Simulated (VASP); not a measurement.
A run of VASP 6.6.1 is set up as follows.

The input INCAR:

```
PREC = Accurate
ENCUT = 520
EDIFF = 1E-6
ISMEAR = 0
SIGMA = 0.05
LREAL = False
LASPH = True
NELM = 60
ALGO = Normal
ISIF = 2
LWAVE = False
LCHARG = False
GGA = PE
NBANDS = 28
```

Contents of KPOINTS:

```
Automatic mesh
0
Gamma
  7 7 7
```

Contents of POSCAR:

```
CsBa3
1.0
    6.6083865018      0.0000000000      0.0000000000
    0.0000000000      6.6083865018      0.0000000000
    0.0000000000      0.0000000000      6.6083865018
Cs Ba
1 3
Direct
    0.0000000000      0.0000000000      0.0000000000
    0.0000000000      0.5000000000      0.5000000000
    0.5000000000      0.0000000000      0.5000000000
    0.5000000000      0.5000000000      0.0000000000
```

Potentials or basis: VASP PAW PBE potentials, release 64 (Cs_sv, Ba_sv).

Run with:

```sh
$ cat potpaw_PBE.64/Cs_sv/POTCAR potpaw_PBE.64/Ba_sv/POTCAR > POTCAR
$ mpirun -np 1 vasp_std > vasp.out
```

Question: What does it give for the pressure?

Answer: 0.1 GPa.
